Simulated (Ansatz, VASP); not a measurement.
**Pb: VASP beside Ansatz**

```
Pb
1.0
     0.01933    2.46287    2.45281
     2.50286   -0.00675    2.47889
     2.48132    2.46742    0.01479
Pb
1
Direct
  0.00000 0.00000 0.00000
```

Alike in both runs: functional PBE; k mesh 5 × 5 × 5; occupations fermi-dirac, width 0.05 eV; no spin polarisation.

|  | VASP | Ansatz |
| --- | --- | --- |
| version | VASP 6.6.1 | Ansatz 0.2.0 |
| potentials or method | VASP PAW PBE potentials, release 64 (Pb_d) | Ansatz PAW |
| plane-wave cutoff (eV) | 520 | 420 |
| valence electrons in the cell | 14 | 14 |
| task | single point | band structure |

|  | VASP | Ansatz | Ansatz less VASP |
| --- | --- | --- | --- |
| gap on the k mesh at the Fermi level (eV) | none | none | - |
| pressure (GPa) | 2.2 | 2.3 | +0.03 |
| traceless stress, the component that is largest in VASP (GPa) | -0.63 | -0.64 | -0.001 |

A gap of «none» marks a metal or a gap that the smearing closes. The functional is the same, so the differences come from potentials, cutoffs and numerics.

The k mesh is coarse, so the values compare programs but aren't converged. Spin-orbit coupling is off throughout.
